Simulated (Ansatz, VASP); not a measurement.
**Zn: VASP beside Ansatz**

Contents of INCAR:

```
PREC = Accurate
ENCUT = 520
EDIFF = 1E-6
ISMEAR = 0
SIGMA = 0.15
LREAL = F
LASPH = T
NELM = 100
ALGO = Normal
ISIF = 2
LWAVE = F
LCHARG = F
GGA = PE
NBANDS = 12
```

The input KPOINTS:

```
Automatic mesh
0
Gamma
  20 20 20
```

POSCAR

```
Zn
1.0
    0.0000000000      1.9643393415      1.8268355876
    1.9643393415      0.0000000000      1.8268355876
    1.9643393415      1.9643393415      0.0000000000
Zn
1
Direct
    0.0000000000      0.0000000000      0.0000000000
```

Input for Ansatz:

```yaml
crystal:
  lattice:
    - [0.0, 1.9643393415, 1.8268355876]
    - [1.9643393415, 0.0, 1.8268355876]
    - [1.9643393415, 1.9643393415, 0.0]
  atoms:
    - { symbol: Zn, position: [0.0, 0.0, 0.0] }
basis:
  ecutwfc: 520.0
kpoints:
  mp_grid: { grid: [20, 20, 20] }
hamiltonian:
  xc: pbe
scf:
  occupations: { method: gaussian, width: 0.15 }
output:
  forces: true
  stress: true
  eigenvalues: true
```

Change from the starting cell: engineering shear strain xy +0.0000, normal strain along z -0.0700.

Alike in both runs: task single point; functional PBE; k mesh 20 × 20 × 20; occupations gaussian, width 0.15 eV; no spin polarisation.

```csv
,VASP,Ansatz
version,VASP 6.6.1,Ansatz 0.2.0
potentials or method,"VASP PAW PBE potentials, release 64 (Zn), cutoff 520 eV","scalar-relativistic, plane waves, PAW"
valence electrons in the cell,12,12
```

Ansatz gave:

```
gap on the k mesh at the Fermi level (eV)                     : none
pressure (GPa)                                                : 6.3
traceless stress, the component that is largest in VASP (GPa) : 2.18
```

Estimate VASP's values.

gap on the k mesh at the Fermi level (eV): none; pressure (GPa): 6.8; traceless stress, the component that is largest in VASP (GPa): 2.16.

A gap of «none» marks a metal or a gap that the smearing closes.
